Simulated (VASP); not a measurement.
Here is a VASP 6.6.1 calculation.

The input INCAR:

```
ALGO     = Normal         # electronic algorithm
EDIFF    = 1E-6           # SCF threshold, eV
EDIFFG   = -0.01          # ionic threshold
ENCUT    = 600            # plane-wave cutoff, eV
GGA      = PE             # functional
IBRION   = 2              # ionic algorithm
ISIF     = 3              # what is computed and relaxed
ISMEAR   = 0              # smearing method
ISPIN    = 2              # spin polarisation
LASPH    = T              # aspherical terms in the spheres
LCHARG   = F              # write CHGCAR
LMAXMIX  = 4              # l up to which the mixer works
LORBIT   = 11             # projections on sites
LREAL    = F              # projectors in reciprocal space
LWAVE    = F              # write WAVECAR
MAGMOM   = 0.98 0 0 0 0 0 # initial moments
NELM     = 150            # most SCF steps
NSW      = 100            # ionic steps
PREC     = Accurate       # precision mode
SIGMA    = 0.1            # smearing width, eV
```

Contents of KPOINTS:

```
k-points
0
Gamma
  10 10 10
```

The input POSCAR:

```
NiH4N
1.0
    3.8716451426      0.0000000000      0.0000000000
    0.0000000000      3.8716451426      0.0000000000
    0.0000000000      0.0000000000      3.8716451426
Ni H N
1 4 1
Direct
    0.5000000000      0.5000000000      0.5000000000
    0.1571251440      0.1571251440      0.1571251440
    0.1571251440      0.8428748560      0.8428748560
    0.8428748560      0.8428748560      0.1571251440
    0.8428748560      0.1571251440      0.8428748560
    0.0000000000      0.0000000000      0.0000000000
```

Potentials or basis: VASP PAW PBE potentials, release 64 (Ni, H, N).

Run with:

```console
$ cat potpaw_PBE.64/Ni/POTCAR potpaw_PBE.64/H/POTCAR potpaw_PBE.64/N/POTCAR > POTCAR
$ mpirun -np 1 vasp_std > vasp.out
```

Q: Predict the relaxed cell.

A: a = 3.870 Å, b = 3.870 Å, c = 3.870 Å, α = 90.00°, β = 90.00°, γ = 90.00°.

Q: What does it give for the relaxed volume?

A: 9.66 Å³/atom.

Forces in eV/Å, atoms in the order of the input:
```
Ni   0.000  0.000  0.000
H    0.004  0.004  0.004
H    0.004 -0.004 -0.004
H   -0.004 -0.004  0.004
H   -0.004  0.004 -0.004
N    0.000  0.000  0.000
```

Caveat: a cell with one magnetic atom can't hold antiferromagnetic order, which such compounds often take.
